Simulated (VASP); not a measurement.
# Al9H in VASP: notebook

Al9H is run at these levels: PBE; tasks: single point.

Everything below comes from runs of VASP 6.6.1. Logs are shortened: lines on timing, memory, paths and dates and some standing lists are left out, and cuts for length are marked.

## 1. The cell of the first run

The cell holds a slab with vacuum, 20 atoms: a = 5.707 Å, b = 9.806 Å, c = 22.790 Å, α = 90.00°, β = 90.00°, γ = 98.37°.

## 2. Single point, PBE

Contents of INCAR:

```
PREC = Accurate
ENCUT = 520
EDIFF = 1E-6
ISMEAR = 0
SIGMA = 0.1
LREAL = Auto
LASPH = T
NELM = 100
ALGO = Normal
ISIF = 2
LWAVE = F
LCHARG = F
LDIPOL = T
IDIPOL = 3
DIPOL = 0.5 0.5 0.300
GGA = PE
NBANDS = 44
```

Contents of KPOINTS:

```
regular mesh
0
Gamma
  5 3 1
```

Contents of POSCAR:

```
Al9H
1.0
    5.7070863106      0.0000000000      0.0000000000
   -1.4267715776      9.7014842380      0.0000000000
    0.0000000000      0.0000000000     22.7903703519
Al H
18 2
Direct
    0.2662216041      0.0648864163      0.1755127248
    0.7662216041      0.0648864163      0.1755127248
    0.3354806058      0.3419224231      0.2192029854
    0.8354806058      0.3419224231      0.2192029854
    0.1493324061      0.5973296244      0.2279410375
    0.6493324061      0.5973296244      0.2279410375
    0.4631842064      0.8527368258      0.2366790896
    0.9631842065      0.8527368258      0.2366790896
    0.0319772093      0.1277109169      0.2808262502
    0.5319772093      0.1277109169      0.2808262502
    0.0997917601      0.4042231294      0.3301071124
    0.5997917601      0.4042231294      0.3301071124
    0.4144000537      0.6596656514      0.3369822081
    0.9144000537      0.6596656514      0.3369822081
    0.2263076916      0.9110819252      0.3449259130
    0.7263076916      0.9110819252      0.3449259130
    0.2962427243      0.1814072004      0.3857054631
    0.7962427243      0.1814072004      0.3857054631
    0.6062643800      0.3644128847      0.4616147166
    0.6062643800      0.4848513326      0.4616147166
```

Potentials or basis: VASP PAW PBE potentials, release 64 (Al, H).

Command:

```
cat potpaw_PBE.64/Al/POTCAR potpaw_PBE.64/H/POTCAR > POTCAR
mpirun -np 1 vasp_std > vasp.out
```

OUTCAR:

```text
PREC = Accurate
   ENCUT = 520
   EDIFF = 1E-6
   ISMEAR = 0
   LREAL = Auto
   LASPH = T
   NELM = 100
   ISIF = 2
   GGA = PE

 ion  position               nearest neighbor table
   1  0.266  0.065  0.176-   2 2.85   2 2.85   9 2.86  10 2.86   7 2.87   8 2.87   3 2.87
   2  0.766  0.065  0.176-   1 2.85   1 2.85  10 2.86   9 2.86   8 2.87   7 2.87   4 2.87
   3  0.335  0.342  0.219-   4 2.85   4 2.85   6 2.87   5 2.87   1 2.87   9 2.89  10 2.89  12 2.96
                            11 2.97
   4  0.835  0.342  0.219-   3 2.85   3 2.85   5 2.87   6 2.87   2 2.87  10 2.89   9 2.89  11 2.96
                            12 2.97
   5  0.149  0.597  0.228-   6 2.85   6 2.85   4 2.87   3 2.87   8 2.87   7 2.87  13 2.93  14 2.93
                            11 2.99
   6  0.649  0.597  0.228-   5 2.85   5 2.85   3 2.87   4 2.87   7 2.87   8 2.87  14 2.93  13 2.93
                            12 2.99
   7  0.463  0.853  0.237-  10 2.85   8 2.85   8 2.85   1 2.87   2 2.87   5 2.87   6 2.87  16 2.90
                            15 2.91  13 2.96
   8  0.963  0.853  0.237-   9 2.85   7 2.85   7 2.85   1 2.87   2 2.87   5 2.87   6 2.87  15 2.90
                            16 2.91  14 2.96
   9  0.032  0.128  0.281-  18 2.83  17 2.83   8 2.85  10 2.85  10 2.85   1 2.86   2 2.86   3 2.89
                             4 2.89  11 2.91  15 2.93  16 2.93
  10  0.532  0.128  0.281-  17 2.83  18 2.83   7 2.85   9 2.85   9 2.85   2 2.86   1 2.86   4 2.89
                             3 2.89  12 2.91  16 2.93  15 2.93
  11  0.100  0.404  0.330-  12 2.85  12 2.85  14 2.86  13 2.87  18 2.88  17 2.89   9 2.91   4 2.96
                             3 2.97   5 2.99
  12  0.600  0.404  0.330-  11 2.85  11 2.85  13 2.86  14 2.87  17 2.88  18 2.89  10 2.91   3 2.96
                             4 2.97   6 2.99
  13  0.414  0.660  0.337-  16 2.83  15 2.83  14 2.85  14 2.85  12 2.86  11 2.87   5 2.93   6 2.93
                             7 2.96
  14  0.914  0.660  0.337-  15 2.83  16 2.83  13 2.85  13 2.85  11 2.86  12 2.87   6 2.93   5 2.93
                             8 2.96
  15  0.226  0.911  0.345-  17 2.78  14 2.83  13 2.83  16 2.85  16 2.85   8 2.90   7 2.91   9 2.93
                            10 2.93
  16  0.726  0.911  0.345-  18 2.78  13 2.83  14 2.83  15 2.85  15 2.85   7 2.90   8 2.91  10 2.93
                             9 2.93
  17  0.296  0.181  0.386-  15 2.78  10 2.83   9 2.83  18 2.85  18 2.85  12 2.88  11 2.89
  18  0.796  0.181  0.386-  16 2.78   9 2.83  10 2.83  17 2.85  17 2.85  11 2.88  12 2.89
  19  0.606  0.364  0.462-
  20  0.606  0.485  0.462-

  LATTYP: Found a simple monoclinic cell.
 ALAT       =     5.7070863106
 B/A-ratio  =     3.9933460108
 C/A-ratio  =     1.7181865166
 COS(beta)  =    -0.1455022476

  Lattice vectors:

 A1 = (   5.7070863106,   0.0000000000,   0.0000000000)
 A2 = (   0.0000000000,   0.0000000000, -22.7903703519)
 A3 = (  -1.4267715776,   9.7014842380,   0.0000000000)

Analysis of symmetry for initial positions (statically):
=====================================================================
 Subroutine PRICEL returns:
 Original cell was already a primitive cell.

 Routine SETGRP: Setting up the symmetry group for a
 simple monoclinic supercell.

 Subroutine GETGRP returns: Found  1 space group operations
 (whereof  1 operations were pure point group operations)
 out of a pool of  4 trial point group operations.

The static configuration has the point symmetry C_1 .

Analysis of symmetry for dynamics (positions and initial velocities):
=====================================================================
 Subroutine PRICEL returns:
 Original cell was already a primitive cell.

 Routine SETGRP: Setting up the symmetry group for a
 simple monoclinic supercell.

 Subroutine GETGRP returns: Found  1 space group operations
 (whereof  1 operations were pure point group operations)
 out of a pool of  4 trial point group operations.

The dynamic configuration has the point symmetry C_1 .

 Subroutine INISYM returns: Found  1 space group operations
 (whereof  1 operations are pure point group operations),
 and found     1 'primitive' translations

----------------------------------------------------------------------------------------

                                     Primitive cell

  volume of cell :    1261.8392

  direct lattice vectors                    reciprocal lattice vectors
     5.707086311  0.000000000  0.000000000     0.175220760  0.025769253  0.000000000
[... 64 lines left out ...]
     0.000000000  0.000000000  0.043878181     0.000000000  0.000000000  1.000000000

  Length of vectors
     0.035421106  0.034359004  0.043878181

  Shift w.r.t. Gamma in fractional coordinates (k-lattice)
     0.000000000  0.000000000  0.000000000

 Subroutine IBZKPT returns following result:
 ===========================================

 Found      8 irreducible k-points:

 Following reciprocal coordinates:
            Coordinates               Weight
  0.000000  0.000000  0.000000      1.000000
  0.200000 -0.000000  0.000000      2.000000
  0.400000 -0.000000  0.000000      2.000000
  0.000000  0.333333  0.000000      2.000000
  0.200000  0.333333  0.000000      2.000000
  0.400000  0.333333  0.000000      2.000000
 -0.400000  0.333333  0.000000      2.000000
 -0.200000  0.333333  0.000000      2.000000
   k-points           NKPTS =      8   k-points in BZ     NKDIM =      8   number of bands    NBANDS=     44
   number of dos      NEDOS =    301   number of ions     NIONS =     20
   total plane-waves  NPLWV = 604800
   dimension x,y,z NGX =    42 NGY =   80 NGZ =  180
   dimension x,y,z NGXF=    84 NGYF=  160 NGZF=  360
   ions per type =              18   2
   NGX,Y,Z   is equivalent  to a cutoff of  12.23, 13.56, 13.13 a.u.
   NGXF,Y,Z  is equivalent  to a cutoff of  24.47, 27.13, 26.26 a.u.
 SYSTEM =  unknown system
   PREC   = accura    normal or accurate (medium, high low for compatibility)
   ISTART =      0    job   : 0-new  1-cont  2-samecut
   ICHARG =      2    charge: 1-file 2-atom 10-const
   ISPIN  =      1    spin polarized calculation?
   LNONCOLLINEAR =      F non collinear calculations
   LSORBIT =      F    spin-orbit coupling
   LASPH  =      T    aspherical Exc in radial PAW
   ENCUT  =  520.0 eV  38.22 Ry    6.18 a.u.  10.61 18.23 42.37*2*pi/ulx,y,z
   NELM   =    100;   NELMIN=  2; NELMDL= -5     # of ELM steps
   EDIFF  = 0.1E-05   stopping-criterion for ELM
   LREAL  =      T    real-space projection
   EDIFFG = 0.1E-04   stopping-criterion for IOM
   NSW    =      0    number of steps for IOM
   IBRION =     -1    ionic relax: 0-MD 1-quasi-New 2-CG
   NFREE  =      0    steps in history (QN), initial steepest desc. (CG)
   ISIF   =      2    stress and relaxation
   ISYM   =      2    0-nonsym 1-usesym 2-fastsym
   POTIM  = 0.5000    time-step for ionic-motion
   TEBEG  =    0.0;   TEEND  =   0.0 temperature during run
   PSTRESS=    0.0 pullay stress
   NELECT =      56.0000    total number of electrons
   NUPDOWN=      -1.0000    fix difference up-down
   EMIN   =  10.00;   EMAX   =-10.00  energy-range for DOS
   EFERMI =   0.00;   METHOD = LEGACY
   ISMEAR =     0;   SIGMA  =   0.10  broadening in eV -4-tet -1-fermi 0-gaus
   EFERMI_NEDOS =   21; number of points for ismear=-14 and -15
   IALGO  =     38    algorithm
   IMIX   =      4    mixing-type and parameters
     AMIX     =   0.40;   BMIX     =  1.00
     AMIX_MAG =   1.60;   BMIX_MAG =  1.00
  volume/ion in A,a.u.               =      63.09       425.77
  Fermi-wavevector in a.u.,A,eV,Ry     =   0.579610  1.095305  4.570853  0.335948
  Thomas-Fermi vector in A             =   1.623387
   LORBIT       =      0    0 simple, 1 ext, 2 COOP (PROOUT), +10 PAW based schemes
   GGA     = PE    functional components
   LHFCALC =     F    Hartree Fock is set to
   AEXX    =    0.0000 exact exchange contribution
   IVDW    =     0    specifies the selected vdW correction
   LEPSILON=     F    determine dielectric tensor
   LRPA    =     F    only Hartree local field effects (RPA)
 non-spin polarized calculation
 Gauss-broadening in eV      SIGMA  =   0.10
  energy-cutoff  :      520.00
  volume of cell :     1261.84
 maximum number of plane-waves:     34010
   NGX = 21   NGY = 37   NGZ = 85

 dipolmoment           0.000000      0.000000     -0.002359 electrons x Angstroem

 number of electron      56.0000000 magnetization

 dipolmoment           0.000000      0.000000      0.051908 electrons x Angstroem

 Free energy of the ion-electron system (eV)
  ---------------------------------------------------
  ext. energy  EPLUGINS =         0.00000000
  ---------------------------------------------------
  free energy    TOTEN  =       -66.62243987 eV

  energy without entropy =      -66.57293425  energy(sigma->0) =      -66.59768706

 E-fermi :  -1.2550     XC(G=0):  -3.4043

 val. band max:       -1.2672465967   @ k =  -0.2000   0.3333   0.0000
 cond. band min:      -1.2397034585   @ k =   0.2000  -0.0000   0.0000
 fundamental gap:      0.0275431382
 Fermi energy:        -1.2550286187

 k-point     1 :       0.0000    0.0000    0.0000
  band No.  band energies     occupation
      1     -11.3249      2.00000
      2      -9.7848      2.00000
      3      -9.6866      2.00000
      4      -9.0550      2.00000
      5      -7.3110      2.00000
      6      -7.2229      2.00000
[... 333 lines left out ...]
     39       0.8387      0.00000
     40       0.9804      0.00000
 [bands above 40 left out]

------------------------ aborting loop because EDIFF is reached ----------------------------------------

 vacuum level on the upper side and lower side of the slab       (xc-potential included)        -0.002        -0.158

  FORCE on cell =-STRESS in cart. coord.  units (eV):
  Direction    XX          YY          ZZ          XY          YZ          ZX
  --------------------------------------------------------------------------------------
  -------------------------------------------------------------------------------------
  Total      -12.1961958    -17.3236004     -0.1443453      0.8854340     -0.3459944      0.0410523
  in kB      -15.4857044    -21.9960518     -0.1832775      1.1242497     -0.4393147      0.0521248
  external PRESSURE =     -12.5550112 kB  Pullay stress =       0.0000000 kB

 VOLUME and BASIS-vectors are now :
 -----------------------------------------------------------------------------
  energy-cutoff  :      520.00
  volume of cell :     1261.84
      direct lattice vectors                 reciprocal lattice vectors
     5.707086311  0.000000000  0.000000000     0.175220760  0.025769253  0.000000000
    -1.426771578  9.701484238  0.000000000     0.000000000  0.103077011  0.000000000
     0.000000000  0.000000000 22.790370352     0.000000000  0.000000000  0.043878181

 POSITION                                       TOTAL-FORCE (eV/Angst)
 -----------------------------------------------------------------------------------
      1.42677      0.62949      4.00000        -0.028006      0.132886      0.024090
      4.28031      0.62949      4.00000         0.017439      0.150892      0.021507
      1.42677      3.31715      4.99572         0.028265      0.040486      0.066416
      4.28031      3.31715      4.99572        -0.017712      0.035466      0.045921
      0.00000      5.79498      5.19486         0.002839     -0.098197      0.039993
      2.85354      5.79498      5.19486        -0.007777     -0.107966      0.027321
[... 12 lines left out ...]
      2.94007      3.53535     10.52037        -0.594288      3.956736     -0.077670
      2.76823      4.70378     10.52037         0.603368     -3.944643      0.047100
 -----------------------------------------------------------------------------------
    total drift:                               -0.007945     -0.032267     -0.007306

  FREE ENERGIE OF THE ION-ELECTRON SYSTEM (eV)
  ---------------------------------------------------
  free  energy   TOTEN  =       -66.6224398662 eV

  energy  without entropy=      -66.5729342519  energy(sigma->0) =      -66.59768706

 vacuum level on the upper side and lower side of the slab         3.051         2.885
```

It took 13 min on 1 thread of Intel Xeon 6975P-C (Granite Rapids), shared host; peak memory 1.2 GiB.

Results:

```yaml
Free_energy: -66.6224 eV
Largest_force: 4.002 eV/Å
Band_gap_on_the_k_mesh: zero (band 28 reaches -1.11 eV, above the bottom of band 29 at -1.84 eV)
```

Forces in eV/Å, atoms in the order of the input:
```
Al  -0.028  0.133  0.024
Al   0.017  0.151  0.022
Al   0.028  0.040  0.066
Al  -0.018  0.035  0.046
Al   0.003 -0.098  0.040
Al  -0.008 -0.108  0.027
Al  -0.005 -0.084 -0.124
Al   0.008 -0.079 -0.117
Al  -0.001  0.006 -0.011
Al  -0.004  0.029 -0.004
Al   0.014 -0.017  0.008
Al  -0.004 -0.005 -0.030
Al   0.004 -0.049  0.019
Al  -0.013 -0.043  0.004
Al   0.001  0.014 -0.003
Al  -0.004  0.026  0.005
Al   0.021  0.014  0.017
Al  -0.022  0.022  0.041
H   -0.594  3.957 -0.078
H    0.603 -3.945  0.047
```

(Part 1 of 2 ends here.)
